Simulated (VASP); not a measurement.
# AlNi (Pmmm) in VASP: single point with PBEsol

Aim: the single point of AlNi with PBEsol.

Everything below comes from runs of VASP 6.6.1. Logs are shortened: lines on timing, memory, paths and dates and some standing lists are left out, and cuts for length are marked.

### Step 1. The cell of the first run

Symmetry: Pmmm, No. 47, orthorhombic system. Conventional cell: a = 2.544 Å, b = 2.869 Å, c = 3.173 Å, α = 90.00°, β = 90.00°, γ = 90.00°. Al (site symmetry mmm) has 8 Ni at 2.49 Å and 6 Al at 2.54 to 3.17 Å within 3.3 Å. Within 3.3 Å of Ni (site symmetry mmm) lie 8 Al at 2.49 Å and 6 Ni at 2.54 to 3.17 Å.

### Step 2. Single point, PBEsol (normal strain along x -0.1100, normal strain along y +0.1100)

INCAR

```
ALGO     = Fast           # electronic algorithm
EDIFF    = 1E-6           # SCF threshold, eV
ENCUT    = 520            # plane-wave cutoff, eV
GGA      = PS             # functional
ISIF     = 2              # what is computed and relaxed
ISMEAR   = 0              # smearing method
LASPH    = T              # aspherical terms in the spheres
LCHARG   = F              # write CHGCAR
LREAL    = F              # projectors in reciprocal space
LWAVE    = F              # write WAVECAR
NBANDS   = 14             # bands
NELM     = 100            # most SCF steps
PREC     = Accurate       # precision mode
SIGMA    = 0.15           # smearing width, eV
```

KPOINTS

```
k-points
0
Gamma
  16 16 16
```

POSCAR

```
AlNi
1.0
    1.7988676817     -1.7988198794      0.0000000000
    2.2435197866      2.2434838006      0.0000000000
    0.0000000000      0.0000000000      2.8688666979
Al Ni
1 1
Direct
    0.0000000000      0.0000000000      0.0000000000
    0.5000000000      0.5000000000      0.5000000000
```

Potentials or basis: VASP PAW PBE potentials, release 64 (Al, Ni).

Started as:

```
$ cat potpaw_PBE.64/Al/POTCAR potpaw_PBE.64/Ni/POTCAR > POTCAR
$ mpirun -np 1 vasp_std > vasp.out
```

OUTCAR:

```text
EDIFF = 1E-6
   ENCUT = 520
   GGA = PS
   ISIF = 2
   ISMEAR = 0
   LASPH = T
   LREAL = F
   NELM = 100
   PREC = Accurate

 ion  position               nearest neighbor table
   1  0.000  0.000  0.000-   2 2.49   2 2.49   2 2.49   2 2.49   2 2.49   2 2.49   2 2.49   2 2.49

   2  0.500  0.500  0.500-   1 2.49   1 2.49   1 2.49   1 2.49   1 2.49   1 2.49   1 2.49   1 2.49

  LATTYP: Found a simple monoclinic cell.
 ALAT       =     2.5439492713
 B/A-ratio  =     1.1277216611
 C/A-ratio  =     1.2471910111
 COS(beta)  =    -0.0000213070

  Lattice vectors:

 A1 = (   1.7988676817,  -1.7988198794,   0.0000000000)
 A2 = (   0.0000000000,   0.0000000000,   2.8688666979)
 A3 = (  -2.2435197866,  -2.2434838006,   0.0000000000)

Analysis of symmetry for initial positions (statically):
=====================================================================
 Subroutine PRICEL returns:
 Original cell was already a primitive cell.

 Routine SETGRP: Setting up the symmetry group for a
 simple monoclinic supercell.

 Subroutine GETGRP returns: Found  4 space group operations
 (whereof  4 operations were pure point group operations)
 out of a pool of  4 trial point group operations.

The static configuration has the point symmetry C_2h.

Analysis of symmetry for dynamics (positions and initial velocities):
=====================================================================
 Subroutine PRICEL returns:
 Original cell was already a primitive cell.

 Routine SETGRP: Setting up the symmetry group for a
 simple monoclinic supercell.

 Subroutine GETGRP returns: Found  4 space group operations
 (whereof  4 operations were pure point group operations)
 out of a pool of  4 trial point group operations.

The dynamic configuration has the point symmetry C_2h.

 Subroutine INISYM returns: Found  4 space group operations
 (whereof  4 operations are pure point group operations),
 and found     1 'primitive' translations

----------------------------------------------------------------------------------------

                                     Primitive cell

  volume of cell :      23.1558

  direct lattice vectors                    reciprocal lattice vectors
     1.798867682 -1.798819879  0.000000000     0.277954092 -0.277958551  0.000000000
     2.243519787  2.243483801  0.000000000     0.222862918  0.222868841  0.000000000
     0.000000000  0.000000000  2.868866698     0.000000000  0.000000000  0.348569699

  length of vectors
     2.543949271  3.172790664  2.868866698     0.393089600  0.315179949  0.348569699

  position of ions in fractional coordinates (direct lattice)
     0.000000000  0.000000000  0.000000000
     0.500000000  0.500000000  0.500000000

  ion indices of the primitive-cell ions
   primitive index   ion index
                 1           1
                 2           2

----------------------------------------------------------------------------------------

 KPOINTS: k-points

Automatic generation of k-mesh.
 Grid dimensions read from file:
 generate k-points for:   16   16   16

 Generating k-lattice:

  Cartesian coordinates                     Fractional coordinates (reciprocal lattice)
     0.017372131 -0.017372409  0.000000000     0.062500000 -0.000000000  0.000000000
     0.013928932  0.013929303  0.000000000     0.000000000  0.062500000  0.000000000
     0.000000000  0.000000000  0.021785606     0.000000000  0.000000000  0.062500000

  Length of vectors
     0.024568100  0.019698747  0.021785606

  Shift w.r.t. Gamma in fractional coordinates (k-lattice)
     0.000000000  0.000000000  0.000000000

 Subroutine IBZKPT returns following result:
 ===========================================

 Found   1170 irreducible k-points:

 Following reciprocal coordinates:
            Coordinates               Weight
  0.000000  0.000000  0.000000      1.000000
  0.062500  0.000000  0.000000      2.000000
  0.125000  0.000000  0.000000      2.000000
  0.187500  0.000000  0.000000      2.000000
  0.250000  0.000000  0.000000      2.000000
  0.312500  0.000000  0.000000      2.000000
[... 16 lines left out ...]
 -0.187500  0.062500  0.000000      2.000000
 -0.125000  0.062500  0.000000      2.000000
 [... further k-points ...]
   k-points           NKPTS =   1170   k-points in BZ     NKDIM =   1170   number of bands    NBANDS=     14
   number of dos      NEDOS =    301   number of ions     NIONS =      2
   total plane-waves  NPLWV =  11520
   dimension x,y,z NGX =    20 NGY =   24 NGZ =   24
   dimension x,y,z NGXF=    40 NGYF=   48 NGZF=   48
   ions per type =               1   1
   NGX,Y,Z   is equivalent  to a cutoff of  13.07, 12.58, 13.91 a.u.
   NGXF,Y,Z  is equivalent  to a cutoff of  26.14, 25.15, 27.82 a.u.
 SYSTEM =  unknown system
   PREC   = accura    normal or accurate (medium, high low for compatibility)
   ISTART =      0    job   : 0-new  1-cont  2-samecut
   ICHARG =      2    charge: 1-file 2-atom 10-const
   ISPIN  =      1    spin polarized calculation?
   LNONCOLLINEAR =      F non collinear calculations
   LSORBIT =      F    spin-orbit coupling
   LASPH  =      T    aspherical Exc in radial PAW
   ENCUT  =  520.0 eV  38.22 Ry    6.18 a.u.   4.73  5.90  5.33*2*pi/ulx,y,z
   NELM   =    100;   NELMIN=  2; NELMDL= -5     # of ELM steps
   EDIFF  = 0.1E-05   stopping-criterion for ELM
   LREAL  =      F    real-space projection
   EDIFFG = 0.1E-04   stopping-criterion for IOM
   NSW    =      0    number of steps for IOM
   IBRION =     -1    ionic relax: 0-MD 1-quasi-New 2-CG
   NFREE  =      0    steps in history (QN), initial steepest desc. (CG)
   ISIF   =      2    stress and relaxation
   ISYM   =      2    0-nonsym 1-usesym 2-fastsym
   POTIM  = 0.5000    time-step for ionic-motion
   TEBEG  =    0.0;   TEEND  =   0.0 temperature during run
   PSTRESS=    0.0 pullay stress
   NELECT =      13.0000    total number of electrons
   NUPDOWN=      -1.0000    fix difference up-down
   EMIN   =  10.00;   EMAX   =-10.00  energy-range for DOS
   EFERMI =   0.00;   METHOD = LEGACY
   ISMEAR =     0;   SIGMA  =   0.15  broadening in eV -4-tet -1-fermi 0-gaus
   EFERMI_NEDOS =   21; number of points for ismear=-14 and -15
   IALGO  =     68    algorithm
   IMIX   =      4    mixing-type and parameters
     AMIX     =   0.40;   BMIX     =  1.00
     AMIX_MAG =   1.60;   BMIX_MAG =  1.00
  volume/ion in A,a.u.               =      11.58        78.13
  Fermi-wavevector in a.u.,A,eV,Ry     =   1.350525  2.552122 24.815897  1.823917
  Thomas-Fermi vector in A             =   2.478022
   LORBIT       =      0    0 simple, 1 ext, 2 COOP (PROOUT), +10 PAW based schemes
   GGA     = PS    functional components
   LHFCALC =     F    Hartree Fock is set to
   AEXX    =    0.0000 exact exchange contribution
   IVDW    =     0    specifies the selected vdW correction
   LEPSILON=     F    determine dielectric tensor
   LRPA    =     F    only Hartree local field effects (RPA)
 non-spin polarized calculation
 RMM-DIIS sequential band-by-band and
 Gauss-broadening in eV      SIGMA  =   0.15
  energy-cutoff  :      520.00
  volume of cell :       23.16
 maximum number of plane-waves:       642
   NGX =  9   NGY = 11   NGZ = 11

 number of electron      13.0000002 magnetization

 Free energy of the ion-electron system (eV)
  ---------------------------------------------------
  ext. energy  EPLUGINS =         0.00000000
  ---------------------------------------------------
  free energy    TOTEN  =       -11.41458702 eV

  energy without entropy =      -11.40454103  energy(sigma->0) =      -11.40956403

 E-fermi :  10.3595     XC(G=0): -12.3223

 val. band max:       10.3572877418   @ k =   0.5000   0.1875   0.1875
 cond. band min:      10.3712863752   @ k =  -0.3125   0.3125   0.1250
 fundamental gap:      0.0139986334
 Fermi energy:        10.3595060279

 k-point     1 :       0.0000    0.0000    0.0000
  band No.  band energies     occupation
      1      -1.0701      2.00000
      2       6.7378      2.00000
      3       6.9118      2.00000
      4       8.4125      2.00000
      5       8.8520      2.00000
      6       9.0563      2.00000
      7      12.4551      0.00000
      8      15.6839      0.00000
      9      16.9869      0.00000
     10      18.6900      0.00000
     11      20.6551      0.00000
     12      26.0834      0.00000
     13      29.1490      0.00000
     14      30.8715      0.00000

 k-point     2 :       0.0625    0.0000    0.0000
  band No.  band energies     occupation
      1      -0.9782      2.00000
      2       6.7743      2.00000
      3       6.9394      2.00000
      4       8.4210      2.00000
      5       8.7608      2.00000
      6       9.0013      2.00000
      7      12.6111      0.00000
      8      15.8031      0.00000
      9      16.9212      0.00000
     10      18.1673      0.00000
     11      20.6297      0.00000
     12      26.9016      0.00000
     13      29.1767      0.00000
     14      30.6714      0.00000

 k-point     3 :       0.1250    0.0000    0.0000
  band No.  band energies     occupation
      1      -0.7039      2.00000
      2       6.8752      2.00000
      3       7.0151      2.00000
      4       8.4454      2.00000
      5       8.5295      2.00000
      6       8.8515      2.00000
      7      13.0386      0.00000
      8      16.1477      0.00000
      9      16.1979      0.00000
     10      17.5255      0.00000
     11      20.7312      0.00000
     12      28.7541      0.00000
     13      29.0744      0.00000
     14      29.2584      0.00000
[... 324 lines left out ...]
 k-point    23 :      -0.1875    0.0625    0.0000
  band No.  band energies     occupation
      1      -0.1936      2.00000
      2       6.9939      2.00000
      3       7.1174      2.00000
      4       8.2215      2.00000
      5       8.4608      2.00000
      6       8.6471      2.00000
      7      13.1159      0.00000
      8      14.8198      0.00000
      9      16.7640      0.00000
     10      18.0059      0.00000
     11      21.0854      0.00000
     12      26.5631      0.00000
     13      28.7660      0.00000
     14      29.6803      0.00000

 k-point    24 :      -0.1250    0.0625    0.0000
  band No.  band energies     occupation
      1      -0.6452      2.00000
      2       6.8468      2.00000
      3       7.0225      2.00000
      4       8.4243      2.00000
      5       8.5145      2.00000
      6       8.8538      2.00000
      7      12.5798      0.00000
      8      16.2272      0.00000
      9      16.4016      0.00000
     10      17.8860      0.00000
     11      20.8039      0.00000
     12      28.2918      0.00000
     13      28.5468      0.00000
     14      28.9808      0.00000

 [... further k-points ...]

------------------------ aborting loop because EDIFF is reached ----------------------------------------

  FORCE on cell =-STRESS in cart. coord.  units (eV):
  Direction    XX          YY          ZZ          XY          YZ          ZX
  --------------------------------------------------------------------------------------
  -------------------------------------------------------------------------------------
  Total        1.2564275      1.2571623     -0.3467444     -1.7550984      0.0000000      0.0000000
  in kB       86.9336240     86.9844624    -23.9916307   -121.4372189      0.0000000      0.0000000
  external PRESSURE =      49.9754852 kB  Pullay stress =       0.0000000 kB

 VOLUME and BASIS-vectors are now :
 -----------------------------------------------------------------------------
  energy-cutoff  :      520.00
  volume of cell :       23.16
      direct lattice vectors                 reciprocal lattice vectors
     1.798867682 -1.798819879  0.000000000     0.277954092 -0.277958551  0.000000000
     2.243519787  2.243483801  0.000000000     0.222862918  0.222868841  0.000000000
     0.000000000  0.000000000  2.868866698     0.000000000  0.000000000  0.348569699

 POSITION                                       TOTAL-FORCE (eV/Angst)
 -----------------------------------------------------------------------------------
      0.00000      0.00000      0.00000         0.000000      0.000000      0.000000
      2.02119      0.22233      1.43443         0.000000     -0.000000      0.000000
 -----------------------------------------------------------------------------------
    total drift:                                0.000000      0.000000      0.000000

  FREE ENERGIE OF THE ION-ELECTRON SYSTEM (eV)
  ---------------------------------------------------
  free  energy   TOTEN  =       -11.4145870247 eV

  energy  without entropy=      -11.4045410263  energy(sigma->0) =      -11.40956403
```

It took 4.9 min on 1 thread of Intel Xeon Platinum 8259CL at 2.50GHz (Skylake/Cascade Lake), shared host; peak memory 0.47 GiB.

Results:

```
Free energy            : -11.4146 eV
Pressure               : 5.0 GPa
Band gap on the k mesh : zero (an odd number of electrons rules out a gap without spin polarisation)
```

Caveat: the cell differs from its parent crystal (normal strain along x -0.1100, normal strain along y +0.1100); the stress differs along the axes, from -2 to 9 GPa; the PAW data sets were made with another functional, which shifts forces and pressure a little. Spin polarisation is off, so any magnetic state and its effect on volume and gap are missing.
